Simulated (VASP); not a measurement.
# Sc (P6_3/mmc) in VASP: a series of runs

Runs on Sc. Level: PBE. Tasks: single point, relaxation of cell and atoms.

Everything below comes from runs of VASP 6.6.1. Logs are shortened: lines on timing, memory, paths and dates and some standing lists are left out, and cuts for length are marked.

## (1) The cell of the first run

The structure is hexagonal, space group P6_3/mmc (No. 194). The conventional cell has a = 3.319 Å, b = 3.319 Å, c = 5.163 Å, α = 90.00°, β = 90.00°, γ = 120.00°. Sc (site symmetry -6m2) has 12 Sc at 3.21 to 3.32 Å within 4.2 Å.

## (2) Single point, PBE

Contents of INCAR:

```
SYSTEM = Sc
PREC = Accurate ; ENCUT = 520
EDIFF = 1E-6 ; ISMEAR = 0
SIGMA = 0.1 ; LREAL = .FALSE.
LASPH = .TRUE. ; NELM = 80
ALGO = Normal ; ISIF = 2
LWAVE = .FALSE. ; LCHARG = .TRUE.
GGA = PE ; LELF = .TRUE.
LVHAR = .TRUE. ; NBANDS = 18
```

Contents of KPOINTS:

```
Automatic mesh
0
G
  15 15 8
  0 0 0
```

Contents of POSCAR:

```
Sc
1.0
    3.3194739895      0.0000000000      0.0000000000
   -1.6597369947      2.8747488021      0.0000000000
    0.0000000000      0.0000000000      5.1626219083
Sc
2
Direct
    0.3333333333      0.6666666667      0.2500000000
    0.6666666667      0.3333333333      0.7500000000
```

Potentials or basis: VASP PAW PBE potentials, release 64 (Sc_sv).

Launch:

```sh
cat potpaw_PBE.64/Sc_sv/POTCAR > POTCAR
mpirun -np 1 vasp_std > vasp.out
```

OUTCAR:

```text
SYSTEM = Sc
   PREC = Accurate
   ENCUT = 520
   EDIFF = 1E-6
   ISMEAR = 0
   LREAL = .FALSE.
   LASPH = .TRUE.
   NELM = 80
   ISIF = 2
   GGA = PE

 ion  position               nearest neighbor table
   1  0.333  0.667  0.250-   2 3.21   2 3.21   2 3.21   2 3.21   2 3.21   2 3.21
   2  0.667  0.333  0.750-   1 3.21   1 3.21   1 3.21   1 3.21   1 3.21   1 3.21

  LATTYP: Found a hexagonal cell.
 ALAT       =     3.3194739895
 C/A-ratio  =     1.5552530083

  Lattice vectors:

 A1 = (   3.3194739895,   0.0000000000,   0.0000000000)
 A2 = (  -1.6597369947,   2.8747488021,   0.0000000000)
 A3 = (   0.0000000000,   0.0000000000,   5.1626219083)

Analysis of symmetry for initial positions (statically):
=====================================================================
 Subroutine PRICEL returns:
 Original cell was already a primitive cell.

 Routine SETGRP: Setting up the symmetry group for a
 hexagonal supercell.

 Subroutine GETGRP returns: Found 24 space group operations
 (whereof 12 operations were pure point group operations)
 out of a pool of 24 trial point group operations.

The static configuration has the point symmetry D_3d.
 The point group associated with its full space group is D_6h.

Analysis of symmetry for dynamics (positions and initial velocities):
=====================================================================
 Subroutine PRICEL returns:
 Original cell was already a primitive cell.

 Routine SETGRP: Setting up the symmetry group for a
 hexagonal supercell.

 Subroutine GETGRP returns: Found 24 space group operations
 (whereof 12 operations were pure point group operations)
 out of a pool of 24 trial point group operations.

The dynamic configuration has the point symmetry D_3d.
 The point group associated with its full space group is D_6h.

 Subroutine INISYM returns: Found 24 space group operations
 (whereof 12 operations are pure point group operations),
 and found     1 'primitive' translations

----------------------------------------------------------------------------------------

                                     Primitive cell

  volume of cell :      49.2651

  direct lattice vectors                    reciprocal lattice vectors
     3.319473990  0.000000000  0.000000000     0.301252549  0.173928240  0.000000000
    -1.659736995  2.874748802  0.000000000     0.000000000  0.347856480  0.000000000
     0.000000000  0.000000000  5.162621908     0.000000000  0.000000000  0.193700026

  length of vectors
     3.319473990  3.319473989  5.162621908     0.347856480  0.347856480  0.193700026

  position of ions in fractional coordinates (direct lattice)
     0.333333333  0.666666667  0.250000000
     0.666666667  0.333333333  0.750000000

  ion indices of the primitive-cell ions
   primitive index   ion index
                 1           1
                 2           2

----------------------------------------------------------------------------------------

 KPOINTS: Automatic mesh

Automatic generation of k-mesh.
 Grid dimensions read from file:
 generate k-points for:   15   15    8

 Generating k-lattice:

  Cartesian coordinates                     Fractional coordinates (reciprocal lattice)
     0.020083503  0.011595216  0.000000000     0.066666667 -0.000000000  0.000000000
     0.000000000  0.023190432  0.000000000     0.000000000  0.066666667  0.000000000
     0.000000000  0.000000000  0.024212503     0.000000000  0.000000000  0.125000000

  Length of vectors
     0.023190432  0.023190432  0.024212503

  Shift w.r.t. Gamma in fractional coordinates (k-lattice)
     0.000000000  0.000000000  0.000000000

 Subroutine IBZKPT returns following result:
 ===========================================

 Found    135 irreducible k-points:

 Following reciprocal coordinates:
            Coordinates               Weight
  0.000000  0.000000  0.000000      1.000000
  0.066667 -0.000000  0.000000      6.000000
  0.133333  0.000000  0.000000      6.000000
  0.200000 -0.000000  0.000000      6.000000
  0.266667  0.000000  0.000000      6.000000
  0.333333 -0.000000  0.000000      6.000000
[... 16 lines left out ...]
  0.333333  0.200000  0.000000     12.000000
  0.400000  0.200000  0.000000      6.000000
 [... further k-points ...]
   k-points           NKPTS =    135   k-points in BZ     NKDIM =    135   number of bands    NBANDS=     18
   number of dos      NEDOS =    301   number of ions     NIONS =      2
   total plane-waves  NPLWV =  31360
   dimension x,y,z NGX =    28 NGY =   28 NGZ =   40
   dimension x,y,z NGXF=    56 NGYF=   56 NGZF=   80
   ions per type =               2
   NGX,Y,Z   is equivalent  to a cutoff of  14.02, 14.02, 12.88 a.u.
   NGXF,Y,Z  is equivalent  to a cutoff of  28.05, 28.05, 25.76 a.u.
 SYSTEM =  Sc
   PREC   = accura    normal or accurate (medium, high low for compatibility)
   ISTART =      0    job   : 0-new  1-cont  2-samecut
   ICHARG =      2    charge: 1-file 2-atom 10-const
   ISPIN  =      1    spin polarized calculation?
   LNONCOLLINEAR =      F non collinear calculations
   LSORBIT =      F    spin-orbit coupling
   LASPH  =      T    aspherical Exc in radial PAW
   ENCUT  =  520.0 eV  38.22 Ry    6.18 a.u.   6.17  6.17  9.60*2*pi/ulx,y,z
   NELM   =     80;   NELMIN=  2; NELMDL= -5     # of ELM steps
   EDIFF  = 0.1E-05   stopping-criterion for ELM
   LREAL  =      F    real-space projection
   EDIFFG = 0.1E-04   stopping-criterion for IOM
   NSW    =      0    number of steps for IOM
   IBRION =     -1    ionic relax: 0-MD 1-quasi-New 2-CG
   NFREE  =      0    steps in history (QN), initial steepest desc. (CG)
   ISIF   =      2    stress and relaxation
   ISYM   =      2    0-nonsym 1-usesym 2-fastsym
   POTIM  = 0.5000    time-step for ionic-motion
   TEBEG  =    0.0;   TEEND  =   0.0 temperature during run
   PSTRESS=    0.0 pullay stress
   NELECT =      22.0000    total number of electrons
   NUPDOWN=      -1.0000    fix difference up-down
   EMIN   =  10.00;   EMAX   =-10.00  energy-range for DOS
   EFERMI =   0.00;   METHOD = LEGACY
   ISMEAR =     0;   SIGMA  =   0.10  broadening in eV -4-tet -1-fermi 0-gaus
   EFERMI_NEDOS =   21; number of points for ismear=-14 and -15
   IALGO  =     38    algorithm
   IMIX   =      4    mixing-type and parameters
     AMIX     =   0.40;   BMIX     =  1.00
     AMIX_MAG =   1.60;   BMIX_MAG =  1.00
  volume/ion in A,a.u.               =      24.63       166.23
  Fermi-wavevector in a.u.,A,eV,Ry     =   1.251322  2.364657 21.304109  1.565808
  Thomas-Fermi vector in A             =   2.385275
   LORBIT       =      0    0 simple, 1 ext, 2 COOP (PROOUT), +10 PAW based schemes
   GGA     = PE    functional components
   LHFCALC =     F    Hartree Fock is set to
   AEXX    =    0.0000 exact exchange contribution
   IVDW    =     0    specifies the selected vdW correction
   LEPSILON=     F    determine dielectric tensor
   LRPA    =     F    only Hartree local field effects (RPA)
 non-spin polarized calculation
 Gauss-broadening in eV      SIGMA  =   0.10
  energy-cutoff  :      520.00
  volume of cell :       49.27
 maximum number of plane-waves:      1345
 NGX is ok and might be reduce to    28
   NGX = 13   NGY = 13   NGZ = 19

 number of electron      21.9999995 magnetization

 Free energy of the ion-electron system (eV)
  ---------------------------------------------------
  ext. energy  EPLUGINS =         0.00000000
  ---------------------------------------------------
  free energy    TOTEN  =       -12.50821144 eV

  energy without entropy =      -12.48741716  energy(sigma->0) =      -12.49781430

 E-fermi :   3.6828     XC(G=0):  -9.8794

 val. band max:        3.6823458091   @ k =   0.4000   0.2000   0.3750
 cond. band min:       3.6842401274   @ k =   0.4000  -0.0000   0.2500
 fundamental gap:      0.0018943183
 Fermi energy:         3.6828414147

 k-point     1 :       0.0000    0.0000    0.0000
  band No.  band energies     occupation
      1     -45.7331      2.00000
      2     -45.6616      2.00000
      3     -24.5634      2.00000
      4     -24.2220      2.00000
      5     -24.2220      2.00000
      6     -24.1549      2.00000
[... 10 lines left out ...]
     17       5.9883      0.00000
     18       5.9883      0.00000

 k-point     2 :       0.0667   -0.0000    0.0000
  band No.  band energies     occupation
      1     -45.7311      2.00000
      2     -45.6609      2.00000
      3     -24.5576      2.00000
      4     -24.2330      2.00000
      5     -24.2260      2.00000
      6     -24.1665      2.00000
[... 10 lines left out ...]
     17       5.9091      0.00000
     18       5.9279      0.00000

 k-point     3 :       0.1333    0.0000    0.0000
  band No.  band energies     occupation
      1     -45.7251      2.00000
      2     -45.6590      2.00000
      3     -24.5406      2.00000
      4     -24.2643      2.00000
      5     -24.2367      2.00000
      6     -24.1990      2.00000
[... 10 lines left out ...]
     17       5.8959      0.00000
     18       5.9687      0.00000

 k-point     4 :       0.2000   -0.0000    0.0000
  band No.  band energies     occupation
      1     -45.7161      2.00000
      2     -45.6566      2.00000
      3     -24.5141      2.00000
      4     -24.3107      2.00000
      5     -24.2520      2.00000
      6     -24.2458      2.00000
[... 10 lines left out ...]
     17       6.1536      0.00000
     18       6.2510      0.00000

 k-point     5 :       0.2667    0.0000    0.0000
  band No.  band energies     occupation
      1     -45.7052      2.00000
      2     -45.6542      2.00000
      3     -24.4805      2.00000
      4     -24.3646      2.00000
      5     -24.2980      2.00000
      6     -24.2689      2.00000
[... 10 lines left out ...]
     17       6.4707      0.00000
     18       6.6025      0.00000

 k-point     6 :       0.3333   -0.0000    0.0000
  band No.  band energies     occupation
      1     -45.6939      2.00000
      2     -45.6528      2.00000
      3     -24.4433      2.00000
      4     -24.4165      2.00000
      5     -24.3466      2.00000
      6     -24.2848      2.00000
[... 10 lines left out ...]
     17       6.8654      0.00000
     18       6.9783      0.00000

 k-point     7 :       0.4000   -0.0000    0.0000
  band No.  band energies     occupation
      1     -45.6841      2.00000
      2     -45.6528      2.00000
      3     -24.4574      2.00000
      4     -24.4079      2.00000
      5     -24.3838      2.00000
      6     -24.2969      2.00000
[... 10 lines left out ...]
     17       7.3334      0.00000
     18       7.3571      0.00000

 k-point     8 :       0.4667   -0.0000    0.0000
  band No.  band energies     occupation
      1     -45.6779      2.00000
      2     -45.6535      2.00000
      3     -24.4798      2.00000
      4     -24.4038      2.00000
      5     -24.3836      2.00000
      6     -24.3035      2.00000
[... 10 lines left out ...]
     17       7.5883      0.00000
     18       7.7278      0.00000
[... 229 lines left out ...]
     17       7.3086      0.00000
     18       7.6570      0.00000

 k-point    20 :       0.4000    0.1333    0.0000
  band No.  band energies     occupation
      1     -45.6747      2.00000
      2     -45.6542      2.00000
      3     -24.4676      2.00000
      4     -24.3936      2.00000
      5     -24.3703      2.00000
      6     -24.3244      2.00000
[... 10 lines left out ...]
     17       7.4581      0.00000
     18       7.6422      0.00000

 k-point    21 :       0.2000    0.2000    0.0000
  band No.  band energies     occupation
      1     -45.6911      2.00000
      2     -45.6526      2.00000
      3     -24.4336      2.00000
      4     -24.3867      2.00000
      5     -24.3787      2.00000
      6     -24.2797      2.00000
[... 10 lines left out ...]
     17       6.9574      0.00000
     18       7.3404      0.00000

 k-point    22 :       0.2667    0.2000    0.0000
  band No.  band energies     occupation
      1     -45.6815      2.00000
      2     -45.6529      2.00000
      3     -24.4233      2.00000
      4     -24.3982      2.00000
      5     -24.3888      2.00000
      6     -24.3062      2.00000
[... 10 lines left out ...]
     17       7.3063      0.00000
     18       7.6183      0.00000

 k-point    23 :       0.3333    0.2000    0.0000
  band No.  band energies     occupation
      1     -45.6736      2.00000
      2     -45.6544      2.00000
      3     -24.4480      2.00000
      4     -24.3872      2.00000
      5     -24.3661      2.00000
      6     -24.3333      2.00000
[... 10 lines left out ...]
     17       7.4716      0.00000
     18       7.5813      0.00000

 k-point    24 :       0.4000    0.2000    0.0000
  band No.  band energies     occupation
      1     -45.6701      2.00000
      2     -45.6556      2.00000
      3     -24.4567      2.00000
      4     -24.3822      2.00000
      5     -24.3504      2.00000
      6     -24.3476      2.00000
[... 10 lines left out ...]
     17       7.4592      0.00000
     18       7.5808      0.00000

 [... further k-points ...]

------------------------ aborting loop because EDIFF is reached ----------------------------------------

  FORCE on cell =-STRESS in cart. coord.  units (eV):
  Direction    XX          YY          ZZ          XY          YZ          ZX
  --------------------------------------------------------------------------------------
  -------------------------------------------------------------------------------------
  Total        0.0067942      0.0067942      0.0079480      0.0000000      0.0000000     -0.0000000
  in kB        0.2209564      0.2209564      0.2584816      0.0000000      0.0000000     -0.0000000
  external PRESSURE =       0.2334648 kB  Pullay stress =       0.0000000 kB

 VOLUME and BASIS-vectors are now :
 -----------------------------------------------------------------------------
  energy-cutoff  :      520.00
  volume of cell :       49.27
      direct lattice vectors                 reciprocal lattice vectors
     3.319473990  0.000000000  0.000000000     0.301252549  0.173928240  0.000000000
    -1.659736995  2.874748802  0.000000000     0.000000000  0.347856480  0.000000000
     0.000000000  0.000000000  5.162621908     0.000000000  0.000000000  0.193700026

 POSITION                                       TOTAL-FORCE (eV/Angst)
 -----------------------------------------------------------------------------------
     -0.00000      1.91650      1.29066        -0.000000     -0.000000      0.000000
      1.65974      0.95825      3.87197         0.000000      0.000000      0.000000
 -----------------------------------------------------------------------------------
    total drift:                               -0.000000      0.000000     -0.000000

  FREE ENERGIE OF THE ION-ELECTRON SYSTEM (eV)
  ---------------------------------------------------
  free  energy   TOTEN  =       -12.5082114383 eV

  energy  without entropy=      -12.4874171568  energy(sigma->0) =      -12.49781430
```

Run time: 3.3 min. Hardware: 1 thread of Oxide Virtual Turin-like, shared host; peak memory 0.21 GiB.

Results:

* Free energy: -12.5082 eV
* Pressure: 0.0 GPa
* Band gap on the k mesh: zero (bands 11 and 12 overlap by 1.49 eV)

## (3) Relaxation of cell and atoms, PBE

This run uses another cell than the first one, of 24.97 Å³/atom.

Contents of INCAR:

```
PREC = Accurate
ENCUT = 600
EDIFF = 1E-6
ISMEAR = 0
SIGMA = 0.1
LREAL = False
LASPH = True
NELM = 100
ALGO = Fast
ISIF = 3
LWAVE = False
LCHARG = False
GGA = PE
IBRION = 2
NSW = 100
EDIFFG = -0.005
```

Contents of KPOINTS:

```
Automatic mesh
0
Gamma
  15 15 8
```

Contents of POSCAR:

```
Sc
1.0
    3.3087978973      0.0000000000      0.0000000000
   -1.6543989486      2.8655030350      0.0000000000
    0.0000000000      0.0000000000      5.2680000000
Sc
2
Direct
    0.3333333333      0.6666666667      0.2500000000
    0.6666666667      0.3333333333      0.7500000000
```

Potentials or basis: VASP PAW PBE potentials, release 64 (Sc_sv).

Launch:

```sh
cat potpaw_PBE.64/Sc_sv/POTCAR > POTCAR
mpirun -np 1 vasp_std > vasp.out
```

Wall time 16 min (1 thread of Oxide Virtual Turin-like, shared host); peak memory 0.23 GiB.

The run converged. Its results:

* Free energy: -12.5086 eV
* Relaxed volume: 24.67 Å³/atom
* Relaxed cell: a = 3.320 Å, b = 3.320 Å, c = 5.167 Å, α = 90.00°, β = 90.00°, γ = 120.00°
* Space group after relaxing (to 0.1 Å): P6_3/mmc (No. 194)
* Energy gained by relaxing: 2.6 meV/atom
* Ionic steps: 7
* Pressure after relaxing: 0.0 GPa
* Band gap on the k mesh: zero (bands 11 and 12 overlap by 1.48 eV)

The path:
```csv
step,energy change (eV),largest force (eV/Å),pressure (GPa),volume (Å³)
1,0.0000,0.0000,-0.59,49.95
2,-0.0043,0.0000,0.09,49.28
3,-0.0046,0.0000,0.31,49.08
4,-0.0052,0.0000,0.00,49.34
5,-0.0052,0.0000,-0.03,49.35
6,-0.0052,0.0000,0.00,49.35
7,-0.0052,0.0000,0.01,49.33
```

Final structure:
```yaml
crystal:
  lattice:
    - [3.32039, 0.00000, 0.00000]
    - [-1.66020, 2.87555, 0.00000]
    - [0.00000, 0.00000, 5.16705]
  atoms:
    - { symbol: Sc, position: [0.33333, 0.66667, 0.25000] }
    - { symbol: Sc, position: [0.66667, 0.33333, 0.75000] }
```

Levels at points of the mesh, in eV from the Fermi level:
```
           k point  band 9  band 10  band 11  band 12  band 13  band 14
(0.00, 0.00, 0.00)   -5.13    -1.63     0.62     1.59     1.59     1.85
(0.00, 0.00, 0.50)   -3.58    -3.58     0.98     0.98     1.50     1.50
```
